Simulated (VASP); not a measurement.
# HfN (P-6m2) in VASP: notebook

The runs below take HfN through single point, relaxation of shape and atoms at fixed volume, with r2SCAN, PBE.

All numbers are computed with VASP 6.6.1; they aren't measurements. Logs are shortened: lines on timing, memory, paths and dates and some standing lists are left out, and cuts for length are marked.

## (1) The cell of the first run

The structure is hexagonal, space group P-6m2 (No. 187). The conventional cell has a = 3.099 Å, b = 3.099 Å, c = 2.913 Å, α = 90.00°, β = 90.00°, γ = 120.00°. Hf (site symmetry -6m2) has 6 N at 2.31 Å and 8 Hf at 2.91 to 3.10 Å within 3.1 Å. N (site symmetry -6m2) has 6 Hf at 2.31 Å and 8 N at 2.91 to 3.10 Å within 3.1 Å.

## (2) Single point, r2SCAN

The input, POSCAR:

```
HfN
1.0
    3.0990149869      0.0000000000      0.0000000000
   -1.5495074934      2.6838257053      0.0000000000
    0.0000000000      0.0000000000      2.9130017211
Hf N
1 1
Direct
    0.0000000000      0.0000000000      0.0000000000
    0.6666666667      0.3333333333      0.5000000000
```

The input, INCAR.step1:

```
SYSTEM = HfN
ALGO     = Normal         ! electronic algorithm
EDIFF    = 1E-5           ! SCF threshold, eV
ENCUT    = 660            ! plane-wave cutoff, eV
GGA      = PE             ! functional
GGA_COMPAT= .False.      
ISMEAR   = 0              ! smearing method
LASPH    = .True.         ! aspherical terms in the spheres
LCHARG   = .False.        ! write CHGCAR
LREAL    = .False.        ! projectors in reciprocal space
LWAVE    = .True.         ! write WAVECAR
NBANDS   = 14             ! bands
NELM     = 120            ! most SCF steps
PREC     = Accurate       ! precision mode
SIGMA    = 0.05           ! smearing width, eV
```

The input, INCAR.step2:

```
SYSTEM = HfN
ALGO     = Normal         ! electronic algorithm
EDIFF    = 1E-6           ! SCF threshold, eV
ENCUT    = 660            ! plane-wave cutoff, eV
GGA_COMPAT= .False.      
ISIF     = 2              ! what is computed and relaxed
ISMEAR   = 0              ! smearing method
ISTART   = 1            
LASPH    = .True.         ! aspherical terms in the spheres
LCHARG   = .False.        ! write CHGCAR
LMIXTAU  = .True.       
LREAL    = .False.        ! projectors in reciprocal space
LWAVE    = .False.        ! write WAVECAR
METAGGA  = R2SCAN         ! meta-GGA
NBANDS   = 14             ! bands
NELM     = 120            ! most SCF steps
PREC     = Accurate       ! precision mode
SIGMA    = 0.05           ! smearing width, eV
```

The input, KPOINTS:

```
k-points
0
Gamma
  14 14 12
  0 0 0
```

Potentials or basis: VASP PAW PBE potentials, release 64 (Hf_pv, N).

The run is started by

```console
$ cat potpaw_PBE.64/Hf_pv/POTCAR potpaw_PBE.64/N/POTCAR > POTCAR
$ cp INCAR.step1 INCAR
$ mpirun -np 1 vasp_std > vasp.out
$ cp INCAR.step2 INCAR
$ mpirun -np 1 vasp_std > vasp.out
```

OUTCAR:

```text
SYSTEM = HfN
   EDIFF = 1E-6
   ENCUT = 660
   ISIF = 2
   ISMEAR = 0
   ISTART = 1
   LASPH = .True.
   LREAL = .False.
   METAGGA = R2SCAN
   NELM = 120
   PREC = Accurate

 ion  position               nearest neighbor table
   1  0.000  0.000  0.000-   2 2.31   2 2.31   2 2.31   2 2.31   2 2.31   2 2.31
   2  0.667  0.333  0.500-   1 2.31   1 2.31   1 2.31   1 2.31   1 2.31   1 2.31

  LATTYP: Found a hexagonal cell.
 ALAT       =     3.0990149869
 C/A-ratio  =     0.9399766485

  Lattice vectors:

 A1 = (   3.0990149869,   0.0000000000,   0.0000000000)
 A2 = (  -1.5495074934,   2.6838257053,   0.0000000000)
 A3 = (   0.0000000000,   0.0000000000,   2.9130017211)

Analysis of symmetry for initial positions (statically):
=====================================================================
 Subroutine PRICEL returns:
 Original cell was already a primitive cell.

 Routine SETGRP: Setting up the symmetry group for a
 hexagonal supercell.

 Subroutine GETGRP returns: Found 12 space group operations
 (whereof 12 operations were pure point group operations)
 out of a pool of 24 trial point group operations.

The static configuration has the point symmetry D_3h.

Analysis of symmetry for dynamics (positions and initial velocities):
=====================================================================
 Subroutine PRICEL returns:
 Original cell was already a primitive cell.

 Routine SETGRP: Setting up the symmetry group for a
 hexagonal supercell.

 Subroutine GETGRP returns: Found 12 space group operations
 (whereof 12 operations were pure point group operations)
 out of a pool of 24 trial point group operations.

The dynamic configuration has the point symmetry D_3h.

 Subroutine INISYM returns: Found 12 space group operations
 (whereof 12 operations are pure point group operations),
 and found     1 'primitive' translations

----------------------------------------------------------------------------------------

                                     Primitive cell

  volume of cell :      24.2281

  direct lattice vectors                    reciprocal lattice vectors
     3.099014987  0.000000000  0.000000000     0.322683177  0.186301219  0.000000000
    -1.549507493  2.683825705  0.000000000     0.000000000  0.372602438  0.000000000
     0.000000000  0.000000000  2.913001721     0.000000000  0.000000000  0.343288503

  length of vectors
     3.099014987  3.099014987  2.913001721     0.372602438  0.372602438  0.343288503

  position of ions in fractional coordinates (direct lattice)
     0.000000000  0.000000000  0.000000000
     0.666666667  0.333333333  0.500000000

  ion indices of the primitive-cell ions
   primitive index   ion index
                 1           1
                 2           2

----------------------------------------------------------------------------------------

 KPOINTS: k-points

Automatic generation of k-mesh.
 Grid dimensions read from file:
 generate k-points for:   14   14   12

 Generating k-lattice:

  Cartesian coordinates                     Fractional coordinates (reciprocal lattice)
     0.023048798  0.013307230  0.000000000     0.071428571  0.000000000  0.000000000
     0.000000000  0.026614460  0.000000000     0.000000000  0.071428571  0.000000000
     0.000000000  0.000000000  0.028607375     0.000000000  0.000000000  0.083333333

  Length of vectors
     0.026614460  0.026614460  0.028607375

  Shift w.r.t. Gamma in fractional coordinates (k-lattice)
     0.000000000  0.000000000  0.000000000

 Subroutine IBZKPT returns following result:
 ===========================================

 Found    168 irreducible k-points:

 Following reciprocal coordinates:
            Coordinates               Weight
  0.000000  0.000000  0.000000      1.000000
  0.071429 -0.000000  0.000000      6.000000
  0.142857 -0.000000  0.000000      6.000000
  0.214286 -0.000000  0.000000      6.000000
  0.285714 -0.000000  0.000000      6.000000
  0.357143 -0.000000  0.000000      6.000000
[... 16 lines left out ...]
  0.285714  0.285714  0.000000      6.000000
  0.357143  0.285714  0.000000      6.000000
 [... further k-points ...]
   k-points           NKPTS =    168   k-points in BZ     NKDIM =    168   number of bands    NBANDS=     14
   number of dos      NEDOS =    301   number of ions     NIONS =      2
   total plane-waves  NPLWV =  18816
   dimension x,y,z NGX =    28 NGY =   28 NGZ =   24
   dimension x,y,z NGXF=    56 NGYF=   56 NGZF=   48
   ions per type =               1   1
   NGX,Y,Z   is equivalent  to a cutoff of  15.02, 15.02, 13.70 a.u.
   NGXF,Y,Z  is equivalent  to a cutoff of  30.04, 30.04, 27.39 a.u.
 SYSTEM =  HfN
   PREC   = accura    normal or accurate (medium, high low for compatibility)
   ISTART =      1    job   : 0-new  1-cont  2-samecut
   ICHARG =      0    charge: 1-file 2-atom 10-const
   ISPIN  =      1    spin polarized calculation?
   LNONCOLLINEAR =      F non collinear calculations
   LSORBIT =      F    spin-orbit coupling
   LASPH  =      T    aspherical Exc in radial PAW
   ENCUT  =  660.0 eV  48.51 Ry    6.96 a.u.   6.49  6.49  6.10*2*pi/ulx,y,z
   NELM   =    120;   NELMIN=  2; NELMDL=  0     # of ELM steps
   EDIFF  = 0.1E-05   stopping-criterion for ELM
   LREAL  =      F    real-space projection
   EDIFFG = 0.1E-04   stopping-criterion for IOM
   NSW    =      0    number of steps for IOM
   IBRION =     -1    ionic relax: 0-MD 1-quasi-New 2-CG
   NFREE  =      0    steps in history (QN), initial steepest desc. (CG)
   ISIF   =      2    stress and relaxation
   ISYM   =      2    0-nonsym 1-usesym 2-fastsym
   POTIM  = 0.5000    time-step for ionic-motion
   TEBEG  =    0.0;   TEEND  =   0.0 temperature during run
   PSTRESS=    0.0 pullay stress
   NELECT =      15.0000    total number of electrons
   NUPDOWN=      -1.0000    fix difference up-down
   EMIN   =  10.00;   EMAX   =-10.00  energy-range for DOS
   EFERMI =   0.00;   METHOD = LEGACY
   ISMEAR =     0;   SIGMA  =   0.05  broadening in eV -4-tet -1-fermi 0-gaus
   EFERMI_NEDOS =   21; number of points for ismear=-14 and -15
   IALGO  =     38    algorithm
   IMIX   =      4    mixing-type and parameters
     AMIX     =   0.40;   BMIX     =  1.00
     AMIX_MAG =   1.60;   BMIX_MAG =  1.00
  volume/ion in A,a.u.               =      12.11        81.75
  Fermi-wavevector in a.u.,A,eV,Ry     =   1.395294  2.636723 26.488433  1.946845
  Thomas-Fermi vector in A             =   2.518760
   LORBIT       =      0    0 simple, 1 ext, 2 COOP (PROOUT), +10 PAW based schemes
   METAGGA = R2SCAN    functional components
   LHFCALC =     F    Hartree Fock is set to
   AEXX    =    0.0000 exact exchange contribution
   IVDW    =     0    specifies the selected vdW correction
   LEPSILON=     F    determine dielectric tensor
   LRPA    =     F    only Hartree local field effects (RPA)
 non-spin polarized calculation
 Gauss-broadening in eV      SIGMA  =   0.05
  energy-cutoff  :      660.00
  volume of cell :       24.23
 maximum number of plane-waves:       960
 NGX is ok and might be reduce to    28
   NGX = 13   NGY = 13   NGZ = 13

 number of electron      15.0000002 magnetization

 Free energy of the ion-electron system (eV)
  ---------------------------------------------------
  ext. energy  EPLUGINS =         0.00000000
  ---------------------------------------------------
  free energy    TOTEN  =       -57.40859398 eV

  energy without entropy =      -57.40588975  energy(sigma->0) =      -57.40724186

 E-fermi :   6.8331     XC(G=0): -13.2315

 val. band max:        6.8255703154   @ k =   0.2143  -0.0000   0.4167
 cond. band min:       6.8341712932   @ k =   0.1429   0.1429   0.3333
 fundamental gap:      0.0086009778
 Fermi energy:         6.8330618656

 k-point     1 :       0.0000    0.0000    0.0000
  band No.  band energies     occupation
      1     -24.6943      2.00000
      2     -24.6943      2.00000
      3     -24.4905      2.00000
      4     -10.2768      2.00000
      5       3.1783      2.00000
      6       3.1783      2.00000
      7       4.5531      2.00000
      8       4.9902      2.00000
      9       9.2091      0.00000
     10      11.9106      0.00000
     11      11.9107      0.00000
     12      12.9745      0.00000
     13      12.9745      0.00000
     14      18.8015      0.00000

 k-point     2 :       0.0714   -0.0000    0.0000
  band No.  band energies     occupation
      1     -24.7435      2.00000
      2     -24.7044      2.00000
      3     -24.4846      2.00000
      4     -10.1862      2.00000
      5       2.8865      2.00000
      6       3.2439      2.00000
      7       4.6613      2.00000
      8       4.8838      2.00000
      9       9.6145      0.00000
     10      11.6816      0.00000
     11      11.9311      0.00000
     12      12.9237      0.00000
     13      13.0686      0.00000
     14      18.8017      0.00000

 k-point     3 :       0.1429   -0.0000    0.0000
  band No.  band energies     occupation
      1     -24.8790      2.00000
      2     -24.7326      2.00000
      3     -24.4682      2.00000
      4      -9.9323      2.00000
      5       2.2146      2.00000
      6       3.4252      2.00000
      7       4.6026      2.00000
      8       4.9500      2.00000
      9      10.5879      0.00000
     10      11.1562      0.00000
     11      12.0107      0.00000
     12      12.7846      0.00000
     13      13.2946      0.00000
     14      18.8019      0.00000

 k-point     4 :       0.2143   -0.0000    0.0000
  band No.  band energies     occupation
      1     -25.0686      2.00000
      2     -24.7730      2.00000
      3     -24.4444      2.00000
      4      -9.5644      2.00000
      5       1.4624      2.00000
      6       3.6783      2.00000
      7       4.2323      2.00000
      8       5.2949      2.00000
      9      10.6073      0.00000
     10      11.8163      0.00000
     11      12.1909      0.00000
     12      12.5920      0.00000
     13      13.5293      0.00000
     14      18.8021      0.00000

 k-point     5 :       0.2857   -0.0000    0.0000
  band No.  band energies     occupation
      1     -25.2714      2.00000
      2     -24.8174      2.00000
      3     -24.4178      2.00000
      4      -9.1523      2.00000
      5       0.7983      2.00000
      6       3.8598      2.00000
      7       3.9437      2.00000
      8       5.4831      2.00000
      9      10.4927      0.00000
     10      12.3886      0.00000
     11      12.5011      0.00000
[... 276 lines left out ...]
 k-point    22 :       0.3571    0.2143    0.0000
  band No.  band energies     occupation
      1     -25.4855      2.00000
      2     -25.1153      2.00000
      3     -24.3620      2.00000
      4      -8.2410      2.00000
      5       0.4021      2.00000
      6       2.7400      2.00000
      7       3.2888      2.00000
      8       7.0585      0.00000
      9      10.1163      0.00000
     10      10.6247      0.00000
     11      11.8062      0.00000
     12      15.4286      0.00000
     13      18.3115      0.00000
     14      18.8025      0.00000

 k-point    23 :       0.2857    0.2857    0.0000
  band No.  band energies     occupation
      1     -25.4375      2.00000
      2     -25.1783      2.00000
      3     -24.3607      2.00000
      4      -8.2149      2.00000
      5       0.5580      2.00000
      6       2.4750      2.00000
      7       3.2947      2.00000
      8       7.5439      0.00000
      9       9.5459      0.00000
     10      10.4608      0.00000
     11      11.6978      0.00000
     12      15.6511      0.00000
     13      18.5946      0.00000
     14      18.8030      0.00000

 k-point    24 :       0.3571    0.2857    0.0000
  band No.  band energies     occupation
      1     -25.4129      2.00000
      2     -25.2375      2.00000
      3     -24.3569      2.00000
      4      -8.1511      2.00000
      5       0.6568      2.00000
      6       2.2438      2.00000
      7       3.2692      2.00000
      8       7.8521      0.00000
      9       9.6087      0.00000
     10      10.3264      0.00000
     11      11.2296      0.00000
     12      15.7982      0.00000
     13      18.8022      0.00000
     14      19.6854      0.00000

 [... further k-points ...]

------------------------ aborting loop because EDIFF is reached ----------------------------------------

  FORCE on cell =-STRESS in cart. coord.  units (eV):
  Direction    XX          YY          ZZ          XY          YZ          ZX
  --------------------------------------------------------------------------------------
  -------------------------------------------------------------------------------------
  Total       -0.8328362     -0.8328362     -1.1203559     -0.0000000      0.0000000     -0.0000000
  in kB      -55.0746147    -55.0746147    -74.0880007     -0.0000000      0.0000000     -0.0000000
  external PRESSURE =     -61.4124101 kB  Pullay stress =       0.0000000 kB

 VOLUME and BASIS-vectors are now :
 -----------------------------------------------------------------------------
  energy-cutoff  :      660.00
  volume of cell :       24.23
      direct lattice vectors                 reciprocal lattice vectors
     3.099014987  0.000000000  0.000000000     0.322683177  0.186301219  0.000000000
    -1.549507493  2.683825705  0.000000000     0.000000000  0.372602438  0.000000000
     0.000000000  0.000000000  2.913001721     0.000000000  0.000000000  0.343288503

 POSITION                                       TOTAL-FORCE (eV/Angst)
 -----------------------------------------------------------------------------------
      0.00000      0.00000      0.00000        -0.000000      0.000000      0.000000
      1.54951      0.89461      1.45650         0.000000     -0.000000      0.000000
 -----------------------------------------------------------------------------------
    total drift:                               -0.000000      0.000000      0.000000

  FREE ENERGIE OF THE ION-ELECTRON SYSTEM (eV)
  ---------------------------------------------------
  free  energy   TOTEN  =       -57.4085939777 eV

  energy  without entropy=      -57.4058897516  energy(sigma->0) =      -57.40724186
```

Run time: 7.2 min. Hardware: 1 thread of AMD EPYC 7R13, shared host; peak memory 0.2 GiB.

What came out:

| Item | Value |
| --- | --- |
| Free energy | -57.4086 eV |
| Pressure | -6.1 GPa |
| Band gap on the k mesh | zero (an odd number of electrons rules out a gap without spin polarisation) |

Stress tensor (GPa, compression positive):
```
-5.51  0.00  0.00
 0.00 -5.51  0.00
 0.00  0.00 -7.41
```

Levels at points of the mesh, in eV from the Fermi level:
```tsv
k point	band 5	band 6	band 7	band 8	band 9	band 10
(0.00, 0.00, 0.00)	-3.65	-3.65	-2.28	-1.84	2.38	5.08
(0.50, 0.00, 0.00)	-6.94	-3.55	-2.48	-1.72	5.02	5.22
(0.00, 0.00, 0.50)	-7.99	-2.86	-2.86	1.66	1.66	3.94
(0.50, 0.00, 0.50)	-6.03	-4.95	-4.54	0.71	5.32	6.76
```

Caveat: the cell stands under tension; the PAW data sets were made with another functional, which shifts forces and pressure a little; spin-orbit coupling is left out, which moves the levels of the heavy elements.

(Part 1 of 3 ends here.)
